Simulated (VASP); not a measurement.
# HfN (CsCl type) (Pm-3m) in VASP: notebook

Runs on HfN (CsCl type). Level: PBE. Tasks: single point.

All numbers are computed with VASP 6.6.1; they aren't measurements. Logs are shortened: lines on timing, memory, paths and dates and some standing lists are left out, and cuts for length are marked.

## 1. The cell of the first run

It takes space group Pm-3m (No. 221, cubic). The conventional cell has a = 2.315 Å, b = 2.315 Å, c = 2.315 Å, α = 90.00°, β = 90.00°, γ = 90.00°. Within 2.7 Å of Hf (site symmetry m-3m) lie 8 N at 2.00 Å and 6 Hf at 2.31 Å. Within 2.7 Å of N (site symmetry m-3m) lie 8 Hf at 2.00 Å and 6 N at 2.31 Å.

## 2. Single point, PBE (volume scaled by 0.55)

Contents of INCAR:

```
SYSTEM = HfN
PREC = Accurate
ENCUT = 520
EDIFF = 1E-6
ISMEAR = -1
SIGMA = 0.05
LREAL = .FALSE.
LASPH = .TRUE.
NELM = 60
ALGO = Normal
ISIF = 2
LWAVE = .FALSE.
LCHARG = .TRUE.
GGA = PE
LELF = .TRUE.
LVHAR = .TRUE.
NBANDS = 14
```

Contents of KPOINTS:

```
Automatic mesh
0
G
  14 14 14
  0 0 0
```

Contents of POSCAR:

```
HfN
1.0
    2.3146800532      0.0000000000      0.0000000000
    0.0000000000      2.3146800532      0.0000000000
    0.0000000000      0.0000000000      2.3146800532
Hf N
1 1
Direct
    0.0000000000      0.0000000000      0.0000000000
    0.5000000000      0.5000000000      0.5000000000
```

Potentials or basis: VASP PAW PBE potentials, release 64 (Hf_pv, N).

Launch:

```
$ cat potpaw_PBE.64/Hf_pv/POTCAR potpaw_PBE.64/N/POTCAR > POTCAR
$ mpirun -np 1 vasp_std > vasp.out
```

OUTCAR:

```text
SYSTEM = HfN
   PREC = Accurate
   ENCUT = 520
   EDIFF = 1E-6
   ISMEAR = -1
   LREAL = .FALSE.
   LASPH = .TRUE.
   NELM = 60
   ISIF = 2
   GGA = PE

 ion  position               nearest neighbor table
   1  0.000  0.000  0.000-   2 2.00   2 2.00   2 2.00   2 2.00   2 2.00   2 2.00   2 2.00   2 2.00

   2  0.500  0.500  0.500-   1 2.00   1 2.00   1 2.00   1 2.00   1 2.00   1 2.00   1 2.00   1 2.00

  LATTYP: Found a simple cubic cell.
 ALAT       =     2.3146800532

  Lattice vectors:

 A1 = (   2.3146800532,   0.0000000000,   0.0000000000)
 A2 = (   0.0000000000,   2.3146800532,   0.0000000000)
 A3 = (   0.0000000000,   0.0000000000,   2.3146800532)

Analysis of symmetry for initial positions (statically):
=====================================================================
 Subroutine PRICEL returns:
 Original cell was already a primitive cell.

 Routine SETGRP: Setting up the symmetry group for a
 simple cubic supercell.

 Subroutine GETGRP returns: Found 48 space group operations
 (whereof 48 operations were pure point group operations)
 out of a pool of 48 trial point group operations.

The static configuration has the point symmetry O_h .

Analysis of symmetry for dynamics (positions and initial velocities):
=====================================================================
 Subroutine PRICEL returns:
 Original cell was already a primitive cell.

 Routine SETGRP: Setting up the symmetry group for a
 simple cubic supercell.

 Subroutine GETGRP returns: Found 48 space group operations
 (whereof 48 operations were pure point group operations)
 out of a pool of 48 trial point group operations.

The dynamic configuration has the point symmetry O_h .

 Subroutine INISYM returns: Found 48 space group operations
 (whereof 48 operations are pure point group operations),
 and found     1 'primitive' translations

----------------------------------------------------------------------------------------

                                     Primitive cell

  volume of cell :      12.4015

  direct lattice vectors                    reciprocal lattice vectors
     2.314680053  0.000000000  0.000000000     0.432025151  0.000000000  0.000000000
     0.000000000  2.314680053  0.000000000     0.000000000  0.432025151  0.000000000
     0.000000000  0.000000000  2.314680053     0.000000000  0.000000000  0.432025151

  length of vectors
     2.314680053  2.314680053  2.314680053     0.432025151  0.432025151  0.432025151

[... 85 lines left out ...]
   NFREE  =      0    steps in history (QN), initial steepest desc. (CG)
   ISIF   =      2    stress and relaxation
   ISYM   =      2    0-nonsym 1-usesym 2-fastsym
   POTIM  = 0.5000    time-step for ionic-motion
   TEBEG  =    0.0;   TEEND  =   0.0 temperature during run
   PSTRESS=    0.0 pullay stress
   NELECT =      15.0000    total number of electrons
   NUPDOWN=      -1.0000    fix difference up-down
   EMIN   =  10.00;   EMAX   =-10.00  energy-range for DOS
   EFERMI =   0.00;   METHOD = LEGACY
   ISMEAR =    -1;   SIGMA  =   0.05  broadening in eV -4-tet -1-fermi 0-gaus
   EFERMI_NEDOS =   21; number of points for ismear=-14 and -15
   IALGO  =     38    algorithm
   IMIX   =      4    mixing-type and parameters
     AMIX     =   0.40;   BMIX     =  1.00
     AMIX_MAG =   1.60;   BMIX_MAG =  1.00
  volume/ion in A,a.u.               =       6.20        41.84
  Fermi-wavevector in a.u.,A,eV,Ry     =   1.744272  3.296197 41.395533  3.042486
  Thomas-Fermi vector in A             =   2.816184
   LORBIT       =      0    0 simple, 1 ext, 2 COOP (PROOUT), +10 PAW based schemes
   GGA     = PE    functional components
   LHFCALC =     F    Hartree Fock is set to
   AEXX    =    0.0000 exact exchange contribution
   IVDW    =     0    specifies the selected vdW correction
   LEPSILON=     F    determine dielectric tensor
   LRPA    =     F    only Hartree local field effects (RPA)
 non-spin polarized calculation
  energy-cutoff  :      520.00
  volume of cell :       12.40
 maximum number of plane-waves:       356
 NGX is ok and might be reduce to    18
   NGX =  9   NGY =  9   NGZ =  9

 number of electron      15.0000002 magnetization

 Free energy of the ion-electron system (eV)
  ---------------------------------------------------
  ext. energy  EPLUGINS =         0.00000000
  ---------------------------------------------------
  free energy    TOTEN  =       -10.76824092 eV

  energy without entropy =      -10.76465377  energy(sigma->0) =      -10.76644735

 E-fermi :  14.4363     XC(G=0): -16.4312

 val. band max:       14.4361147636   @ k =   0.3571   0.2857   0.0000
 cond. band min:      14.4464675248   @ k =   0.5000   0.2857   0.0000
 fundamental gap:      0.0103527612
 Fermi energy:        14.4362563320

 k-point     1 :       0.0000    0.0000    0.0000
  band No.  band energies     occupation
      1     -14.2603      2.00000
      2     -14.2603      2.00000
      3     -14.2603      2.00000
      4      -5.7948      2.00000
      5       8.4178      2.00000
      6       8.4178      2.00000
      7      13.6076      2.00000
      8      13.6076      2.00000
      9      13.6076      2.00000
     10      25.5119      0.00000
     11      25.5119      0.00000
     12      25.5119      0.00000
     13      28.7654      0.00000
     14      30.1390      0.00000
[... 377 lines left out ...]
      1     -19.4848      2.00000
      2     -16.3740      2.00000
      3     -13.2773      2.00000
      4      -1.2957      2.00000
      5       5.6119      2.00000
      6      10.0848      2.00000
      7      10.5869      2.00000
      8      13.5372      2.00000
      9      21.5327      0.00000
     10      22.1045      0.00000
     11      24.0131      0.00000
     12      25.9943      0.00000
     13      28.9377      0.00000
     14      32.1599      0.00000

 [... further k-points ...]
[... 5 lines left out ...]
  --------------------------------------------------------------------------------------
  -------------------------------------------------------------------------------------
  Total       37.8750920     37.8750920     37.8750920     -0.0000000      0.0000000     -0.0000000
  in kB     4893.1820207   4893.1820207   4893.1820207     -0.0000000      0.0000000     -0.0000000
  external PRESSURE =    4893.1820207 kB  Pullay stress =       0.0000000 kB

 VOLUME and BASIS-vectors are now :
 -----------------------------------------------------------------------------
  energy-cutoff  :      520.00
  volume of cell :       12.40
      direct lattice vectors                 reciprocal lattice vectors
     2.314680053  0.000000000  0.000000000     0.432025151  0.000000000  0.000000000
     0.000000000  2.314680053  0.000000000     0.000000000  0.432025151  0.000000000
     0.000000000  0.000000000  2.314680053     0.000000000  0.000000000  0.432025151

 POSITION                                       TOTAL-FORCE (eV/Angst)
 -----------------------------------------------------------------------------------
      0.00000      0.00000      0.00000         0.000000      0.000000      0.000000
      1.15734      1.15734      1.15734         0.000000      0.000000      0.000000
 -----------------------------------------------------------------------------------
    total drift:                                0.000000     -0.000000      0.000000

  FREE ENERGIE OF THE ION-ELECTRON SYSTEM (eV)
  ---------------------------------------------------
  free  energy   TOTEN  =       -10.7682409167 eV

  energy  without entropy=      -10.7646537739  energy(sigma->0) =      -10.76644735
```

stdout:

```text
POSCAR found type information on POSCAR HfN
 POSCAR found :  2 types and       2 ions
 scaLAPACK will be used
 LDA part: xc-table for (Slater+PW92), standard interpolation
 POSCAR, INCAR and KPOINTS ok, starting setup
 FFT: planning ... GRIDC
 FFT: planning ... GRID_SOFT
 FFT: planning ... GRID
 WAVECAR not read
 entering main loop
```

Wall time 7.6 s (1 thread of Intel Xeon 6975P-C (Granite Rapids), shared host); peak memory 0.14 GiB.

Results:

| Quantity | Value |
| --- | --- |
| Free energy | -10.7682 eV |
| Pressure | 489.3 GPa |

Levels at points of the mesh, in eV from the Fermi level:
| k point | band 5 | band 6 | band 7 | band 8 | band 9 | band 10 | band 11 | band 12 |
| --- | --- | --- | --- | --- | --- | --- | --- | --- |
| (0.00, 0.00, 0.00) | -6.02 | -6.02 | -0.83 | -0.83 | -0.83 | 11.08 | 11.08 | 11.08 |
| (0.50, 0.00, 0.00) | -11.23 | -5.39 | -5.39 | -3.42 | 10.84 | 11.08 | 12.79 | 13.06 |
| (0.50, 0.50, 0.00) | -4.30 | -4.30 | -1.77 | -1.26 | 3.88 | 3.88 | 6.85 | 14.50 |
| (0.50, 0.50, 0.50) | -13.07 | -13.07 | -13.07 | 14.45 | 14.93 | 14.93 | 14.93 | 18.79 |

Caveat: spin-orbit coupling is left out, which moves the levels of the heavy elements.

## 3. Single point, PBE (volume scaled by 0.55)

Contents of INCAR:

```
ALGO = Normal
EDIFF = 1E-6
ENCUT = 520
GGA = PE
ISIF = 2
ISMEAR = -1
LASPH = T
LCHARG = F
LREAL = F
LWAVE = F
NBANDS = 14
NELM = 80
PREC = Accurate
SIGMA = 0.05
```

Contents of KPOINTS:

```
k-points
0
Gamma
  14 14 14
```

POSCAR is that of step 2.

Potentials or basis: VASP PAW PBE potentials, release 64 (Hf_pv, N).

Launch:

```
$ cat potpaw_PBE.64/Hf_pv/POTCAR potpaw_PBE.64/N/POTCAR > POTCAR
$ mpirun -np 1 vasp_std > vasp.out
```

Run time: 7 s. Hardware: 1 thread of Intel Xeon 6975P-C (Granite Rapids), shared host; peak memory 0.14 GiB.

The run converged. Its results:

* Free energy: -10.7682 eV
* Pressure: 489.3 GPa

Levels at points of the mesh, in eV from the Fermi level:
```
           k point  band 5  band 6  band 7  band 8  band 9  band 10  band 11  band 12
(0.00, 0.00, 0.00)   -6.02   -6.02   -0.83   -0.83   -0.83    11.08    11.08    11.08
(0.50, 0.00, 0.00)  -11.23   -5.39   -5.39   -3.42   10.84    11.08    12.79    13.06
(0.50, 0.50, 0.00)   -4.30   -4.30   -1.77   -1.26    3.88     3.88     6.85    14.50
(0.50, 0.50, 0.50)  -13.07  -13.07  -13.07   14.45   14.93    14.93    14.93    18.79
```

Caveat: spin-orbit coupling is left out, which moves the levels of the heavy elements.

[end of part 1 of 2]
